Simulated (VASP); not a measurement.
# ZnS (wurtzite type) (P6_3mc) in VASP: single point with PBE

Aim: the single point of ZnS (wurtzite type) with PBE.

All numbers are computed with VASP 6.6.1; they aren't measurements. Logs are shortened: lines on timing, memory, paths and dates and some standing lists are left out, and cuts for length are marked.

### 1 The cell of the first run

Symmetry: P6_3mc, No. 186, hexagonal system. Conventional cell: a = 3.845 Å, b = 3.845 Å, c = 6.306 Å, α = 90.00°, β = 90.00°, γ = 120.00°. Within 3.1 Å of Zn (site symmetry 3m) lie 4 S at 2.36 Å. Within 3.1 Å of S (site symmetry 3m) lie 4 Zn at 2.36 Å.

### 2 Single point, PBE

Input file POSCAR:

```
ZnS
1.0
    3.8451843427      0.0000000000      0.0000000000
   -1.9225921713      3.3300273230      0.0000000000
    0.0000000000      0.0000000000      6.3055226598
Zn S
2 2
Direct
    0.3333333333      0.6666666667      0.0007270294
    0.6666666667      0.3333333333      0.5007270294
    0.3333333333      0.6666666667      0.3752729706
    0.6666666667      0.3333333333      0.8752729706
```

Input file INCAR.step1:

```
ALGO = Normal ; EDIFF = 1E-7
ENCUT = 520 ; GGA = PE
ISIF = 2 ; ISMEAR = -1
LASPH = True ; LCHARG = True
LREAL = False ; LWAVE = False
NBANDS = 26 ; NELM = 100
PREC = Accurate ; SIGMA = 0.05
```

Input file KPOINTS.step1:

```
k-points
0
Gamma
  10 10 6
```

Input file INCAR.step2:

```
ALGO = Normal ; EDIFF = 1E-7
ENCUT = 520 ; GGA = PE
ICHARG = 11 ; ISIF = 2
ISMEAR = -5 ; LASPH = True
LCHARG = False ; LORBIT = 11
LREAL = False ; LWAVE = False
NBANDS = 26 ; NEDOS = 1001
NELM = 100 ; PREC = Accurate
SIGMA = 0.05
```

Input file KPOINTS.step2:

```
k-points
0
Gamma
  15 15 9
```

Potentials or basis: VASP PAW PBE potentials, release 64 (Zn, S).

Launch:

```console
$ cat potpaw_PBE.64/Zn/POTCAR potpaw_PBE.64/S/POTCAR > POTCAR
$ cp INCAR.step1 INCAR
$ cp KPOINTS.step1 KPOINTS
$ mpirun -np 1 vasp_std > vasp.out
$ cp INCAR.step2 INCAR
$ cp KPOINTS.step2 KPOINTS
$ mpirun -np 1 vasp_std > vasp.out
```

OUTCAR:

```text
EDIFF = 1E-7
   ENCUT = 520
   GGA = PE
   ICHARG = 11
   ISIF = 2
   ISMEAR = -5
   LASPH = True
   LORBIT = 11
   LREAL = False
   NELM = 100
   PREC = Accurate

 ion  position               nearest neighbor table
   1  0.333  0.667  0.001-   4 2.36   4 2.36   4 2.36   3 2.36
   2  0.667  0.333  0.501-   3 2.36   3 2.36   3 2.36   4 2.36
   3  0.333  0.667  0.375-   2 2.36   2 2.36   2 2.36   1 2.36
   4  0.667  0.333  0.875-   1 2.36   1 2.36   1 2.36   2 2.36

  LATTYP: Found a hexagonal cell.
 ALAT       =     3.8451843427
 C/A-ratio  =     1.6398492498

  Lattice vectors:

 A1 = (   3.8451843427,   0.0000000000,   0.0000000000)
 A2 = (  -1.9225921713,   3.3300273230,   0.0000000000)
 A3 = (   0.0000000000,   0.0000000000,   6.3055226598)

Analysis of symmetry for initial positions (statically):
=====================================================================
 Subroutine PRICEL returns:
 Original cell was already a primitive cell.

 Routine SETGRP: Setting up the symmetry group for a
 hexagonal supercell.

 Subroutine GETGRP returns: Found 12 space group operations
 (whereof  6 operations were pure point group operations)
 out of a pool of 24 trial point group operations.

The static configuration has the point symmetry C_3v.
 The point group associated with its full space group is C_6v.

Analysis of symmetry for dynamics (positions and initial velocities):
=====================================================================
 Subroutine PRICEL returns:
 Original cell was already a primitive cell.

 Routine SETGRP: Setting up the symmetry group for a
 hexagonal supercell.

 Subroutine GETGRP returns: Found 12 space group operations
 (whereof  6 operations were pure point group operations)
 out of a pool of 24 trial point group operations.

The dynamic configuration has the point symmetry C_3v.
 The point group associated with its full space group is C_6v.

 Subroutine INISYM returns: Found 12 space group operations
 (whereof  6 operations are pure point group operations),
 and found     1 'primitive' translations

----------------------------------------------------------------------------------------

                                     Primitive cell

  volume of cell :      80.7395

  direct lattice vectors                    reciprocal lattice vectors
[... 93 lines left out ...]
   EDIFF  = 0.1E-06   stopping-criterion for ELM
   LREAL  =      F    real-space projection
   EDIFFG = 0.1E-05   stopping-criterion for IOM
   NSW    =      0    number of steps for IOM
   IBRION =     -1    ionic relax: 0-MD 1-quasi-New 2-CG
   NFREE  =      0    steps in history (QN), initial steepest desc. (CG)
   ISIF   =      2    stress and relaxation
   ISYM   =      2    0-nonsym 1-usesym 2-fastsym
   POTIM  = 0.5000    time-step for ionic-motion
   TEBEG  =    0.0;   TEEND  =   0.0 temperature during run
   PSTRESS=    0.0 pullay stress
   NELECT =      36.0000    total number of electrons
   NUPDOWN=      -1.0000    fix difference up-down
   EMIN   =  10.00;   EMAX   =-10.00  energy-range for DOS
   EFERMI =   0.00;   METHOD = LEGACY
   ISMEAR =    -5;   SIGMA  =   0.05  broadening in eV -4-tet -1-fermi 0-gaus
   EFERMI_NEDOS =   21; number of points for ismear=-14 and -15
   IALGO  =     38    algorithm
   IMIX   =      4    mixing-type and parameters
     AMIX     =   0.40;   BMIX     =  1.00
     AMIX_MAG =   1.60;   BMIX_MAG =  1.00
  volume/ion in A,a.u.               =      20.18       136.21
  Fermi-wavevector in a.u.,A,eV,Ry     =   1.250682  2.363447 21.282315  1.564206
  Thomas-Fermi vector in A             =   2.384665
   LORBIT       =     11    0 simple, 1 ext, 2 COOP (PROOUT), +10 PAW based schemes
   GGA     = PE    functional components
   LHFCALC =     F    Hartree Fock is set to
   AEXX    =    0.0000 exact exchange contribution
   IVDW    =     0    specifies the selected vdW correction
   LEPSILON=     F    determine dielectric tensor
   LRPA    =     F    only Hartree local field effects (RPA)
 non-spin polarized calculation
 Fermi weights with tetrahedron method with Bloechl corrections
  energy-cutoff  :      520.00
  volume of cell :       80.74
 maximum number of plane-waves:      2205
 NGX is ok and might be reduce to    30

 number of electron      36.0000027 magnetization

 Free energy of the ion-electron system (eV)
  ---------------------------------------------------
  ext. energy  EPLUGINS =         0.00000000
  ---------------------------------------------------
  free energy    TOTEN  =       -13.69386152 eV

  energy without entropy =      -13.69386152  energy(sigma->0) =      -13.69386152

 E-fermi :   1.9217     XC(G=0):  -9.5164

 val. band max:        1.9134713049   @ k =   0.0000   0.0000   0.0000
 cond. band min:       3.9956208420   @ k =   0.0000   0.0000   0.0000
 fundamental gap:      2.0821495371
 Fermi energy:         1.9216603554

 k-point     1 :       0.0000    0.0000    0.0000
  band No.  band energies     occupation
      1     -11.0939      2.00000
      2     -10.2048      2.00000
      3      -4.3423      2.00000
      4      -4.3305      2.00000
      5      -4.3305      2.00000
      6      -4.2522      2.00000
[... 685 lines left out ...]
     25      11.0855      0.00000
     26      12.0706      0.00000

 [... further k-points ...]
[... 5 lines left out ...]
  --------------------------------------------------------------------------------------
  -------------------------------------------------------------------------------------
  Total        0.0953531      0.0953531      0.1005281      0.0000000      0.0000000      0.0000000
  in kB        1.8921657      1.8921657      1.9948578      0.0000000      0.0000000      0.0000000
  external PRESSURE =       1.9263964 kB  Pullay stress =       0.0000000 kB

 VOLUME and BASIS-vectors are now :
 -----------------------------------------------------------------------------
  energy-cutoff  :      520.00
  volume of cell :       80.74
      direct lattice vectors                 reciprocal lattice vectors
     3.845184343  0.000000000  0.000000000     0.260065555  0.150148918  0.000000000
    -1.922592171  3.330027323  0.000000000     0.000000000  0.300297836  0.000000000
     0.000000000  0.000000000  6.305522660     0.000000000  0.000000000  0.158591136

 POSITION                                       TOTAL-FORCE (eV/Angst)
 -----------------------------------------------------------------------------------
     -0.00000      2.22002      0.00458        -0.000000     -0.000000      0.001234
      1.92259      1.11001      3.15735         0.000000      0.000000      0.001234
     -0.00000      2.22002      2.36629        -0.000000     -0.000000     -0.001234
      1.92259      1.11001      5.51905        -0.000000      0.000000     -0.001234
 -----------------------------------------------------------------------------------
    total drift:                                0.000000      0.000000     -0.000097

  FREE ENERGIE OF THE ION-ELECTRON SYSTEM (eV)
  ---------------------------------------------------
  free  energy   TOTEN  =       -13.6938615224 eV

  energy  without entropy=      -13.6938615224  energy(sigma->0) =      -13.69386152

 total charge

# of ion       s       p       d       tot
------------------------------------------
    1        0.512   0.456   9.798  10.766
    2        0.512   0.456   9.798  10.766
    3        1.315   2.427   0.000   3.743
    4        1.315   2.427   0.000   3.743
--------------------------------------------------
tot          3.655   5.767  19.596  29.018
```

OUTCAR.step1:

```text
EDIFF = 1E-7
   ENCUT = 520
   GGA = PE
   ISIF = 2
[... 928 lines left out ...]
     -0.00000      2.22002      0.00458        -0.000000      0.000000      0.001237
      1.92259      1.11001      3.15735         0.000000     -0.000000      0.001237
     -0.00000      2.22002      2.36629        -0.000000      0.000000     -0.001237
      1.92259      1.11001      5.51905         0.000000     -0.000000     -0.001237
 -----------------------------------------------------------------------------------
    total drift:                                0.000000      0.000000     -0.000169

  FREE ENERGIE OF THE ION-ELECTRON SYSTEM (eV)
  ---------------------------------------------------
  free  energy   TOTEN  =       -13.6938379540 eV

  energy  without entropy=      -13.6938379540  energy(sigma->0) =      -13.69383795
```

Wall time 7.8 min (1 thread of Intel Xeon 8259CL, shared host); peak memory 0.36 GiB.

Results:

| Quantity | Value |
| --- | --- |
| Valence electrons inside the program's atomic spheres | Zn 10.77; S 3.74 |
